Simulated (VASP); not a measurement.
# Si (P6_3/mmc) in VASP: further runs

Runs on Si. Level: PBE. Tasks: single point.

Everything below comes from runs of VASP 6.6.1. Logs are shortened: lines on timing, memory, paths and dates and some standing lists are left out, and cuts for length are marked.

## (1) The cell of the first run

It takes space group P6_3/mmc (No. 194, hexagonal). Conventional cell: a = 2.152 Å, b = 2.152 Å, c = 3.578 Å, α = 90.00°, β = 90.00°, γ = 120.00°. Within 2.8 Å of Si (site symmetry -6m2) lie 12 Si at 2.15 to 2.18 Å.

## (2) Single point, PBE (volume scaled by 0.5)

INCAR reads:

```
PREC = Accurate
ENCUT = 520
EDIFF = 1E-6
ISMEAR = -1
SIGMA = 0.08
LREAL = F
LASPH = T
NELM = 60
ALGO = Normal
ISIF = 2
LWAVE = F
LCHARG = F
GGA = PE
NBANDS = 11
```

KPOINTS reads:

```
regular mesh
0
Gamma
  17 17 9
```

POSCAR reads:

```
Si
1.0
    2.1519962159      0.0000000000      0.0000000000
   -1.0759981080      1.8636833918      0.0000000000
    0.0000000000      0.0000000000      3.5778196840
Si
2
Direct
    0.3333333333      0.6666666667      0.2500000000
    0.6666666667      0.3333333333      0.7500000000
```

Potentials or basis: VASP PAW PBE potentials, release 64 (Si).

On the command line:

```
> cat potpaw_PBE.64/Si/POTCAR > POTCAR
> mpirun -np 1 vasp_std > vasp.out
```

OUTCAR:

```text
PREC = Accurate
   ENCUT = 520
   EDIFF = 1E-6
   ISMEAR = -1
   LREAL = F
   LASPH = T
   NELM = 60
   ISIF = 2
   GGA = PE

 ion  position               nearest neighbor table
   1  0.333  0.667  0.250-   2 2.18   2 2.18   2 2.18   2 2.18   2 2.18   2 2.18   2 3.06   2 3.06
                             2 3.06   2 3.06   2 3.06   2 3.06
   2  0.667  0.333  0.750-   1 2.18   1 2.18   1 2.18   1 2.18   1 2.18   1 2.18   1 3.06   1 3.06
                             1 3.06   1 3.06   1 3.06   1 3.06

  LATTYP: Found a hexagonal cell.
 ALAT       =     2.1519962159
 C/A-ratio  =     1.6625585387

  Lattice vectors:

 A1 = (   2.1519962159,   0.0000000000,   0.0000000000)
 A2 = (  -1.0759981080,   1.8636833918,   0.0000000000)
 A3 = (   0.0000000000,   0.0000000000,   3.5778196840)

Analysis of symmetry for initial positions (statically):
=====================================================================
 Subroutine PRICEL returns:
 Original cell was already a primitive cell.

 Routine SETGRP: Setting up the symmetry group for a
 hexagonal supercell.

 Subroutine GETGRP returns: Found 24 space group operations
 (whereof 12 operations were pure point group operations)
 out of a pool of 24 trial point group operations.

The static configuration has the point symmetry D_3d.
 The point group associated with its full space group is D_6h.

Analysis of symmetry for dynamics (positions and initial velocities):
=====================================================================
 Subroutine PRICEL returns:
 Original cell was already a primitive cell.

 Routine SETGRP: Setting up the symmetry group for a
 hexagonal supercell.

 Subroutine GETGRP returns: Found 24 space group operations
 (whereof 12 operations were pure point group operations)
 out of a pool of 24 trial point group operations.

The dynamic configuration has the point symmetry D_3d.
 The point group associated with its full space group is D_6h.

 Subroutine INISYM returns: Found 24 space group operations
 (whereof 12 operations are pure point group operations),
 and found     1 'primitive' translations

----------------------------------------------------------------------------------------

                                     Primitive cell

  volume of cell :      14.3493

  direct lattice vectors                    reciprocal lattice vectors
     2.151996216  0.000000000  0.000000000     0.464684832  0.268285913  0.000000000
    -1.075998108  1.863683392  0.000000000     0.000000000  0.536571826  0.000000000
     0.000000000  0.000000000  3.577819684     0.000000000  0.000000000  0.279499832

  length of vectors
     2.151996216  2.151996216  3.577819684     0.536571826  0.536571826  0.279499832

  position of ions in fractional coordinates (direct lattice)
     0.333333333  0.666666667  0.250000000
     0.666666667  0.333333333  0.750000000

  ion indices of the primitive-cell ions
   primitive index   ion index
                 1           1
                 2           2

----------------------------------------------------------------------------------------

 KPOINTS: regular mesh

Automatic generation of k-mesh.
 Grid dimensions read from file:
 generate k-points for:   17   17    9

 Generating k-lattice:

  Cartesian coordinates                     Fractional coordinates (reciprocal lattice)
     0.027334402  0.015781524  0.000000000     0.058823529 -0.000000000  0.000000000
     0.000000000  0.031563049  0.000000000     0.000000000  0.058823529  0.000000000
     0.000000000  0.000000000  0.031055537     0.000000000  0.000000000  0.111111111

  Length of vectors
     0.031563049  0.031563049  0.031055537

  Shift w.r.t. Gamma in fractional coordinates (k-lattice)
     0.000000000  0.000000000  0.000000000

 Subroutine IBZKPT returns following result:
 ===========================================

 Found    165 irreducible k-points:

 Following reciprocal coordinates:
            Coordinates               Weight
  0.000000  0.000000  0.000000      1.000000
  0.058824  0.000000  0.000000      6.000000
  0.117647  0.000000  0.000000      6.000000
  0.176471  0.000000  0.000000      6.000000
  0.235294  0.000000  0.000000      6.000000
  0.294118  0.000000  0.000000      6.000000
[... 16 lines left out ...]
  0.411765  0.117647  0.000000     12.000000
  0.176471  0.176471  0.000000      6.000000
 [... further k-points ...]
   k-points           NKPTS =    165   k-points in BZ     NKDIM =    165   number of bands    NBANDS=     11
   number of dos      NEDOS =    301   number of ions     NIONS =      2
   total plane-waves  NPLWV =   7168
   dimension x,y,z NGX =    16 NGY =   16 NGZ =   28
   dimension x,y,z NGXF=    32 NGYF=   32 NGZF=   56
   ions per type =               2
   NGX,Y,Z   is equivalent  to a cutoff of  12.36, 12.36, 13.01 a.u.
   NGXF,Y,Z  is equivalent  to a cutoff of  24.72, 24.72, 26.02 a.u.
 SYSTEM =  unknown system
   PREC   = accura    normal or accurate (medium, high low for compatibility)
   ISTART =      0    job   : 0-new  1-cont  2-samecut
   ICHARG =      2    charge: 1-file 2-atom 10-const
   ISPIN  =      1    spin polarized calculation?
   LNONCOLLINEAR =      F non collinear calculations
   LSORBIT =      F    spin-orbit coupling
   LASPH  =      T    aspherical Exc in radial PAW
   ENCUT  =  520.0 eV  38.22 Ry    6.18 a.u.   4.00  4.00  6.65*2*pi/ulx,y,z
   NELM   =     60;   NELMIN=  2; NELMDL= -5     # of ELM steps
   EDIFF  = 0.1E-05   stopping-criterion for ELM
   LREAL  =      F    real-space projection
   EDIFFG = 0.1E-04   stopping-criterion for IOM
   NSW    =      0    number of steps for IOM
   IBRION =     -1    ionic relax: 0-MD 1-quasi-New 2-CG
   NFREE  =      0    steps in history (QN), initial steepest desc. (CG)
   ISIF   =      2    stress and relaxation
   ISYM   =      2    0-nonsym 1-usesym 2-fastsym
   POTIM  = 0.5000    time-step for ionic-motion
   TEBEG  =    0.0;   TEEND  =   0.0 temperature during run
   PSTRESS=    0.0 pullay stress
   NELECT =       8.0000    total number of electrons
   NUPDOWN=      -1.0000    fix difference up-down
   EMIN   =  10.00;   EMAX   =-10.00  energy-range for DOS
   EFERMI =   0.00;   METHOD = LEGACY
   ISMEAR =    -1;   SIGMA  =   0.08  broadening in eV -4-tet -1-fermi 0-gaus
   EFERMI_NEDOS =   21; number of points for ismear=-14 and -15
   IALGO  =     38    algorithm
   IMIX   =      4    mixing-type and parameters
     AMIX     =   0.40;   BMIX     =  1.00
     AMIX_MAG =   1.60;   BMIX_MAG =  1.00
  volume/ion in A,a.u.               =       7.17        48.42
  Fermi-wavevector in a.u.,A,eV,Ry     =   1.347393  2.546203 24.700923  1.815467
  Thomas-Fermi vector in A             =   2.475147
   LORBIT       =      0    0 simple, 1 ext, 2 COOP (PROOUT), +10 PAW based schemes
   GGA     = PE    functional components
   LHFCALC =     F    Hartree Fock is set to
   AEXX    =    0.0000 exact exchange contribution
   IVDW    =     0    specifies the selected vdW correction
   LEPSILON=     F    determine dielectric tensor
   LRPA    =     F    only Hartree local field effects (RPA)
 non-spin polarized calculation
  energy-cutoff  :      520.00
  volume of cell :       14.35
 maximum number of plane-waves:       397
   NGX =  9   NGY =  9   NGZ = 13

 number of electron       8.0000000 magnetization

 Free energy of the ion-electron system (eV)
  ---------------------------------------------------
  ext. energy  EPLUGINS =         0.00000000
  ---------------------------------------------------
  free energy    TOTEN  =        -2.93293341 eV

  energy without entropy =       -2.91958617  energy(sigma->0) =       -2.92625979

 E-fermi :  22.0945     XC(G=0): -14.2838

 val. band max:       22.0929328597   @ k =   0.2941   0.1176   0.2222
 cond. band min:      22.1091968745   @ k =   0.4706   0.0588   0.1111
 fundamental gap:      0.0162640147
 Fermi energy:        22.0945274532

 k-point     1 :       0.0000    0.0000    0.0000
  band No.  band energies     occupation
      1      -0.1343      2.00000
      2       9.8058      2.00000
      3      11.5999      2.00000
      4      35.7714      0.00000
      5      35.7714      0.00000
      6      36.2183      0.00000
      7      37.0507      0.00000
      8      37.0507      0.00000
      9      43.3313      0.00000
     10      43.6813      0.00000
     11      43.6941      0.00000

 k-point     2 :       0.0588    0.0000    0.0000
  band No.  band energies     occupation
      1       0.0089      2.00000
      2       9.9329      2.00000
      3      11.7300      2.00000
      4      33.1740      0.00000
      5      34.7022      0.00000
      6      36.0227      0.00000
      7      37.6061      0.00000
      8      38.2017      0.00000
      9      41.8993      0.00000
     10      42.9171      0.00000
     11      43.8652      0.00000

 k-point     3 :       0.1176    0.0000    0.0000
  band No.  band energies     occupation
      1       0.4372      2.00000
      2      10.3147      2.00000
      3      12.1150      2.00000
      4      29.7348      0.00000
      5      33.3342      0.00000
      6      34.3506      0.00000
      7      37.8957      0.00000
      8      38.6341      0.00000
      9      39.6654      0.00000
     10      41.4281      0.00000
     11      43.0530      0.00000

 k-point     4 :       0.1765    0.0000    0.0000
  band No.  band energies     occupation
      1       1.1472      2.00000
      2      10.9522      2.00000
      3      12.7370      2.00000
      4      26.2917      0.00000
      5      32.1208      0.00000
      6      32.2974      0.00000
      7      35.1262      0.00000
      8      37.7365      0.00000
      9      39.9241      0.00000
     10      40.5541      0.00000
     11      41.6670      0.00000
[... 239 lines left out ...]
 k-point    22 :       0.3529    0.1176    0.0000
  band No.  band energies     occupation
      1       7.0537      2.00000
      2      13.4162      2.00000
      3      16.4847      2.00000
      4      18.6633      2.00000
      5      22.3944      0.04604
      6      23.1286      0.00000
      7      28.3346      0.00000
      8      31.9893      0.00000
      9      35.6332      0.00000
     10      37.9030      0.00000
     11      44.7208      0.00000

 k-point    23 :       0.4118    0.1176    0.0000
  band No.  band energies     occupation
      1       9.0048      2.00000
      2      11.2356      2.00000
      3      18.4249      2.00000
      4      19.6759      2.00000
      5      20.6596      2.00000
      6      21.3886      1.99971
      7      27.5049      0.00000
      8      31.7149      0.00000
      9      35.4604      0.00000
     10      37.7047      0.00000
     11      44.9481      0.00000

 k-point    24 :       0.1765    0.1765    0.0000
  band No.  band energies     occupation
      1       3.6637      2.00000
      2      13.2585      2.00000
      3      14.6905      2.00000
      4      21.2218      1.99996
      5      23.4560      0.00000
      6      30.2972      0.00000
      7      31.7171      0.00000
      8      32.7886      0.00000
      9      35.2531      0.00000
     10      40.2295      0.00000
     11      43.3659      0.00000

 [... further k-points ...]
[... 5 lines left out ...]
  --------------------------------------------------------------------------------------
  -------------------------------------------------------------------------------------
  Total       25.7559824     25.7559824     25.7701434     -0.0000000      0.0000000     -0.0000000
  in kB     2875.7863331   2875.7863330   2877.3674709     -0.0000001      0.0000000     -0.0000000
  external PRESSURE =    2876.3133790 kB  Pullay stress =       0.0000000 kB

 VOLUME and BASIS-vectors are now :
 -----------------------------------------------------------------------------
  energy-cutoff  :      520.00
  volume of cell :       14.35
      direct lattice vectors                 reciprocal lattice vectors
     2.151996216  0.000000000  0.000000000     0.464684832  0.268285913  0.000000000
    -1.075998108  1.863683392  0.000000000     0.000000000  0.536571826  0.000000000
     0.000000000  0.000000000  3.577819684     0.000000000  0.000000000  0.279499832

 POSITION                                       TOTAL-FORCE (eV/Angst)
 -----------------------------------------------------------------------------------
     -0.00000      1.24246      0.89445        -0.000000      0.000000      0.000000
      1.07600      0.62123      2.68336         0.000000     -0.000000      0.000000
 -----------------------------------------------------------------------------------
    total drift:                               -0.000000      0.000000     -0.000000

  FREE ENERGIE OF THE ION-ELECTRON SYSTEM (eV)
  ---------------------------------------------------
  free  energy   TOTEN  =        -2.9329334130 eV

  energy  without entropy=       -2.9195861704  energy(sigma->0) =       -2.92625979
```

Wall time 13 s (1 thread of AMD EPYC 7R43 (Zen 3), shared host); peak memory 0.1 GiB.

Results:

```
Free energy            : -2.9329 eV
Pressure               : 287.6 GPa
Band gap on the k mesh : zero (band 4 reaches 35.77 eV, above the bottom of band 5 at 18.75 eV)
```

Stress tensor (GPa, compression positive):
```
287.58   0.00   0.00
  0.00 287.58   0.00
  0.00   0.00 287.74
```

Levels at points of the mesh, in eV from the Fermi level:
```tsv
k point	band 1	band 2	band 3	band 4	band 5	band 6	band 7	band 8	band 9
(0.00, 0.00, 0.00)	-22.23	-12.29	-10.49	13.68	13.68	14.12	14.96	14.96	21.24
```

Caveat: the cell differs from its parent crystal (volume scaled by 0.5).

## (3) Single point, PBE

This run uses another cell than the first one, of 8.32 Å³/atom, 1.160 times its volume.

INCAR reads:

```
PREC     = Accurate       # precision mode
ENCUT    = 520            # plane-wave cutoff, eV
EDIFF    = 1E-7           # SCF threshold, eV
ISMEAR   = -1             # smearing method
SIGMA    = 0.08           # smearing width, eV
LREAL    = F              # projectors in reciprocal space
LASPH    = T              # aspherical terms in the spheres
NELM     = 100            # most SCF steps
ALGO     = Normal         # electronic algorithm
ISIF     = 2              # what is computed and relaxed
LWAVE    = F              # write WAVECAR
LCHARG   = F              # write CHGCAR
GGA      = PE             # functional
NBANDS   = 11             # bands
```

KPOINTS is that of step 2.

POSCAR reads:

```
Si
1.0
    2.2587337466      0.0000000000      0.0000000000
   -1.1293668733      1.9561208050      0.0000000000
    0.0000000000      0.0000000000      3.7672926995
Si
2
Direct
    0.3333333333      0.6666666667      0.2500000000
    0.6666666667      0.3333333333      0.7500000000
```

Potentials or basis: VASP PAW PBE potentials, release 64 (Si).

On the command line:

```
> cat potpaw_PBE.64/Si/POTCAR > POTCAR
> mpirun -np 1 vasp_std > vasp.out
```

It took 21 s on 1 thread of AMD EPYC 7R43 (Zen 3), shared host; peak memory 0.1 GiB.

It converged, with:

| Item | Value |
| --- | --- |
| Free energy | -6.0887 eV |
| Pressure | 164.7 GPa |
| Band gap on the k mesh | zero (band 4 reaches 32.01 eV, above the bottom of band 5 at 15.64 eV) |

Stress tensor (GPa, compression positive):
```
164.54   0.00   0.00
  0.00 164.54   0.00
  0.00   0.00 164.93
```

Levels at points of the mesh, in eV from the Fermi level:
| k point | band 1 | band 2 | band 3 | band 4 | band 5 | band 6 | band 7 | band 8 |
| --- | --- | --- | --- | --- | --- | --- | --- | --- |
| (0.00, 0.00, 0.00) | -20.38 | -11.10 | -9.90 | 12.94 | 12.94 | 13.34 | 13.57 | 13.57 |

## (4) Single point, PBE

INCAR reads:

```
SYSTEM = Si
PREC = Accurate ; ENCUT = 520
EDIFF = 1E-7 ; ISMEAR = -1
SIGMA = 0.08 ; LREAL = .False.
LASPH = .True. ; NELM = 60
ALGO = Normal ; ISIF = 2
LWAVE = .False. ; LCHARG = .False.
GGA = PE ; NBANDS = 11
```

KPOINTS reads:

```
Automatic mesh
0
Gamma
  17 17 9
  0 0 0
```

POSCAR is that of step 3.

On the command line:

```
> cat potpaw_PBE.64/Si/POTCAR > POTCAR
> mpirun -np 1 vasp_std > vasp.out
```

Run time: 22 s. Hardware: 1 thread of AMD EPYC 7R43 (Zen 3), shared host; peak memory 0.1 GiB.

The run converged. Its results:

```yaml
Free_energy: -6.0887 eV
Pressure: 164.7 GPa
Band_gap_on_the_k_mesh: zero (band 4 reaches 32.01 eV, above the bottom of band 5 at 15.64 eV)
```

Stress tensor (GPa, compression positive):
```
164.54   0.00   0.00
  0.00 164.54   0.00
  0.00   0.00 164.93
```

Levels at points of the mesh, in eV from the Fermi level:
```
           k point  band 2  band 3  band 4  band 5  band 6  band 7
(0.00, 0.00, 0.00)  -11.10   -9.90   12.94   12.94   13.34   13.57
```
